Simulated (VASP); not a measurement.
# N (P2_13) in VASP: further runs

The runs below take N through single point, with PBEsol, LDA, r2SCAN.

All numbers are computed with VASP 6.6.1; they aren't measurements. Logs are shortened: lines on timing, memory, paths and dates and some standing lists are left out, and cuts for length are marked.

## 1. The cell of the first run

It takes space group P2_13 (No. 198, cubic). The conventional cell has a = 5.815 Å, b = 5.815 Å, c = 5.815 Å, α = 90.00°, β = 90.00°, γ = 90.00°. Within 1.5 Å of N (site symmetry 3) lie 1 N at 1.11 Å. N (site symmetry 3) has 1 N at 1.11 Å within 1.5 Å.

## 2. Single point, PBEsol

INCAR

```
PREC     = Accurate       # precision mode
ENCUT    = 520            # plane-wave cutoff, eV
EDIFF    = 1E-6           # SCF threshold, eV
ISMEAR   = -1             # smearing method
SIGMA    = 0.05           # smearing width, eV
LREAL    = F              # projectors in reciprocal space
LASPH    = T              # aspherical terms in the spheres
NELM     = 100            # most SCF steps
ALGO     = Normal         # electronic algorithm
ISIF     = 2              # what is computed and relaxed
LWAVE    = F              # write WAVECAR
LCHARG   = F              # write CHGCAR
GGA      = PS             # functional
NBANDS   = 30             # bands
```

KPOINTS

```
Automatic mesh
0
Gamma
  5 5 5
```

POSCAR

```
N
1.0
    5.8151017200      0.0000000000      0.0000000000
    0.0000000000      5.8151017200      0.0000000000
    0.0000000000      0.0000000000      5.8151017200
N
8
Direct
    0.0458611400      0.4541388600      0.5458611400
    0.4541388600      0.5458611400      0.0458611400
    0.5458611400      0.0458611400      0.4541388600
    0.9541388600      0.9541388600      0.9541388600
    0.9360985600      0.5639014400      0.4360985600
    0.5639014400      0.4360985600      0.9360985600
    0.4360985600      0.9360985600      0.5639014400
    0.0639014400      0.0639014400      0.0639014400
```

Potentials or basis: VASP PAW PBE potentials, release 64 (N).

Started as:

```
cat potpaw_PBE.64/N/POTCAR > POTCAR
mpirun -np 1 vasp_std > vasp.out
```

OUTCAR:

```text
PREC = Accurate
   ENCUT = 520
   EDIFF = 1E-6
   ISMEAR = -1
   LREAL = F
   LASPH = T
   NELM = 100
   ISIF = 2
   GGA = PS

 ion  position               nearest neighbor table
   1  0.046  0.454  0.546-   5 1.11
   2  0.454  0.546  0.046-   6 1.11
   3  0.546  0.046  0.454-   7 1.11
   4  0.954  0.954  0.954-   8 1.11
   5  0.936  0.564  0.436-   1 1.11
   6  0.564  0.436  0.936-   2 1.11
   7  0.436  0.936  0.564-   3 1.11
   8  0.064  0.064  0.064-   4 1.11

  LATTYP: Found a simple cubic cell.
 ALAT       =     5.8151017200

  Lattice vectors:

 A1 = (   5.8151017200,   0.0000000000,   0.0000000000)
 A2 = (   0.0000000000,   5.8151017200,   0.0000000000)
 A3 = (   0.0000000000,   0.0000000000,   5.8151017200)

Analysis of symmetry for initial positions (statically):
=====================================================================
 Subroutine PRICEL returns:
 Original cell was already a primitive cell.

 Routine SETGRP: Setting up the symmetry group for a
 simple cubic supercell.

 Subroutine GETGRP returns: Found 12 space group operations
 (whereof  3 operations were pure point group operations)
 out of a pool of 48 trial point group operations.

The static configuration has the point symmetry C_3 .
 The point group associated with its full space group is T   .

Analysis of symmetry for dynamics (positions and initial velocities):
=====================================================================
 Subroutine PRICEL returns:
 Original cell was already a primitive cell.

 Routine SETGRP: Setting up the symmetry group for a
 simple cubic supercell.

 Subroutine GETGRP returns: Found 12 space group operations
 (whereof  3 operations were pure point group operations)
 out of a pool of 48 trial point group operations.

The dynamic configuration has the point symmetry C_3 .
 The point group associated with its full space group is T   .

 Subroutine INISYM returns: Found 12 space group operations
 (whereof  3 operations are pure point group operations),
 and found     1 'primitive' translations

[... 91 lines left out ...]
   NELM   =    100;   NELMIN=  2; NELMDL= -5     # of ELM steps
   EDIFF  = 0.1E-05   stopping-criterion for ELM
   LREAL  =      F    real-space projection
   EDIFFG = 0.1E-04   stopping-criterion for IOM
   NSW    =      0    number of steps for IOM
   IBRION =     -1    ionic relax: 0-MD 1-quasi-New 2-CG
   NFREE  =      0    steps in history (QN), initial steepest desc. (CG)
   ISIF   =      2    stress and relaxation
   ISYM   =      2    0-nonsym 1-usesym 2-fastsym
   POTIM  = 0.5000    time-step for ionic-motion
   TEBEG  =    0.0;   TEEND  =   0.0 temperature during run
   PSTRESS=    0.0 pullay stress
   NELECT =      40.0000    total number of electrons
   NUPDOWN=      -1.0000    fix difference up-down
   EMIN   =  10.00;   EMAX   =-10.00  energy-range for DOS
   EFERMI =   0.00;   METHOD = LEGACY
   ISMEAR =    -1;   SIGMA  =   0.05  broadening in eV -4-tet -1-fermi 0-gaus
   EFERMI_NEDOS =   21; number of points for ismear=-14 and -15
   IALGO  =     38    algorithm
   IMIX   =      4    mixing-type and parameters
     AMIX     =   0.40;   BMIX     =  1.00
     AMIX_MAG =   1.60;   BMIX_MAG =  1.00
  volume/ion in A,a.u.               =      24.58       165.87
  Fermi-wavevector in a.u.,A,eV,Ry     =   0.962803  1.819434 12.612464  0.926990
  Thomas-Fermi vector in A             =   2.092294
   LORBIT       =      0    0 simple, 1 ext, 2 COOP (PROOUT), +10 PAW based schemes
   GGA     = PS    functional components
   LHFCALC =     F    Hartree Fock is set to
   AEXX    =    0.0000 exact exchange contribution
   IVDW    =     0    specifies the selected vdW correction
   LEPSILON=     F    determine dielectric tensor
   LRPA    =     F    only Hartree local field effects (RPA)
 non-spin polarized calculation
  energy-cutoff  :      520.00
  volume of cell :      196.64
 maximum number of plane-waves:      5325
 NGX is ok and might be reduce to    48
   NGX = 21   NGY = 21   NGZ = 21

 number of electron      40.0000000 magnetization

 Free energy of the ion-electron system (eV)
  ---------------------------------------------------
  ext. energy  EPLUGINS =         0.00000000
  ---------------------------------------------------
  free energy    TOTEN  =       -68.29625384 eV

  energy without entropy =      -68.29625384  energy(sigma->0) =      -68.29625384

 E-fermi :  -5.5575     XC(G=0):  -6.0987

 val. band max:       -6.8008692914   @ k =   0.4000   0.0000   0.0000
 cond. band min:       0.5947765445   @ k =   0.0000   0.0000   0.0000
 fundamental gap:      7.3956458359
 Fermi energy:        -5.5574959461

 k-point     1 :       0.0000    0.0000    0.0000
  band No.  band energies     occupation
      1     -25.0748      2.00000
      2     -25.0350      2.00000
      3     -25.0350      2.00000
      4     -25.0350      2.00000
      5     -10.2796      2.00000
      6     -10.2796      2.00000
[... 352 lines left out ...]
     29       5.1760      0.00000
     30       5.5461      0.00000

------------------------ aborting loop because EDIFF is reached ----------------------------------------

  FORCE on cell =-STRESS in cart. coord.  units (eV):
  Direction    XX          YY          ZZ          XY          YZ          ZX
  --------------------------------------------------------------------------------------
  -------------------------------------------------------------------------------------
  Total        1.2829705      1.2829705      1.2829705     -0.0000000      0.0000000      0.0000000
  in kB       10.4533452     10.4533452     10.4533452     -0.0000000      0.0000000      0.0000000
  external PRESSURE =      10.4533452 kB  Pullay stress =       0.0000000 kB

 VOLUME and BASIS-vectors are now :
 -----------------------------------------------------------------------------
  energy-cutoff  :      520.00
  volume of cell :      196.64
      direct lattice vectors                 reciprocal lattice vectors
     5.815101720  0.000000000  0.000000000     0.171966037  0.000000000  0.000000000
     0.000000000  5.815101720  0.000000000     0.000000000  0.171966037  0.000000000
     0.000000000  0.000000000  5.815101720     0.000000000  0.000000000  0.171966037

 POSITION                                       TOTAL-FORCE (eV/Angst)
 -----------------------------------------------------------------------------------
      0.26669      2.64086      3.17424         0.521713     -0.521713      0.521713
      2.64086      3.17424      0.26669        -0.521713      0.521713      0.521713
      3.17424      0.26669      2.64086         0.521713      0.521713     -0.521713
      5.54841      5.54841      5.54841        -0.521713     -0.521713     -0.521713
      5.44351      3.27914      2.53596        -0.514617      0.514617     -0.514617
      3.27914      2.53596      5.44351         0.514617     -0.514617     -0.514617
      2.53596      5.44351      3.27914        -0.514617     -0.514617      0.514617
      0.37159      0.37159      0.37159         0.514617      0.514617      0.514617
 -----------------------------------------------------------------------------------
    total drift:                               -0.000000     -0.000000      0.000000

  FREE ENERGIE OF THE ION-ELECTRON SYSTEM (eV)
  ---------------------------------------------------
  free  energy   TOTEN  =       -68.2962538354 eV

  energy  without entropy=      -68.2962538353  energy(sigma->0) =      -68.29625384
```

OSZICAR:

```text
N       E                     dE             d eps       ncg     rms          rms(c)
DAV:   1     0.247245693442E+03    0.24725E+03   -0.17599E+04   660   0.111E+03
DAV:   2    -0.450890778242E+02   -0.29233E+03   -0.28620E+03   876   0.265E+02
DAV:   3    -0.711145372235E+02   -0.26025E+02   -0.25788E+02   756   0.840E+01
DAV:   4    -0.714672914177E+02   -0.35275E+00   -0.35218E+00   794   0.120E+01
DAV:   5    -0.714709057388E+02   -0.36143E-02   -0.36138E-02   850   0.107E+00    0.158E+01
DAV:   6    -0.689107732733E+02    0.25601E+01   -0.33139E+00   760   0.972E+00    0.913E+00
DAV:   7    -0.683064225782E+02    0.60435E+00   -0.22310E+00   820   0.812E+00    0.239E+00
DAV:   8    -0.682962543342E+02    0.10168E-01   -0.18605E-01   792   0.245E+00    0.379E-01
DAV:   9    -0.682957565001E+02    0.49783E-03   -0.72804E-03   768   0.468E-01    0.178E-01
DAV:  10    -0.682962306366E+02   -0.47414E-03   -0.60631E-04   832   0.175E-01    0.523E-02
DAV:  11    -0.682962513036E+02   -0.20667E-04   -0.39794E-05   868   0.476E-02    0.148E-02
DAV:  12    -0.682962500062E+02    0.12974E-05   -0.93455E-06   744   0.204E-02    0.880E-03
DAV:  13    -0.682962534611E+02   -0.34549E-05   -0.31319E-06   624   0.107E-02    0.122E-03
DAV:  14    -0.682962538354E+02   -0.37429E-06   -0.32998E-07   556   0.394E-03
   1 F= -.68296254E+02 E0= -.68296254E+02  d E =-.383402E-10
```

stdout:

```text
POSCAR found type information on POSCAR N
 POSCAR found :  1 types and       8 ions
 scaLAPACK will be used
 -----------------------------------------------------------------------------
|                                                                             |
|                                                                             |
|     You enforced a specific xc type in the INCAR file but a different       |
|     I HOPE YOU KNOW WHAT YOU ARE DOING!                                     |
|                                                                             |
 -----------------------------------------------------------------------------

 LDA part: xc-table for (Slater+PW92), standard interpolation
 POSCAR, INCAR and KPOINTS ok, starting setup
 FFT: planning ... GRIDC
 FFT: planning ... GRID_SOFT
 FFT: planning ... GRID
 WAVECAR not read
 entering main loop
```

Wall time 32 s (1 thread of Intel Xeon 6975P-C (Granite Rapids), shared host); peak memory 0.31 GiB.

Results:

- Free energy: -68.2963 eV
- Pressure: 1.0 GPa
- Largest force: 0.904 eV/Å
- Band gap on the k mesh: 7.40 eV, indirect (least direct gap 7.41 eV)

Forces on the atoms (eV/Å):
```
N    0.522 -0.522  0.522
N   -0.522  0.522  0.522
N    0.522  0.522 -0.522
N   -0.522 -0.522 -0.522
N   -0.515  0.515 -0.515
N    0.515 -0.515 -0.515
N   -0.515 -0.515  0.515
N    0.515  0.515  0.515
```

Caveat: the standard files for N, O and F lose accuracy on very short bonds; the PAW data sets were made with another functional, which shifts forces and pressure a little. A k mesh can miss the band edges.

(Continued in part 2 of 2.)
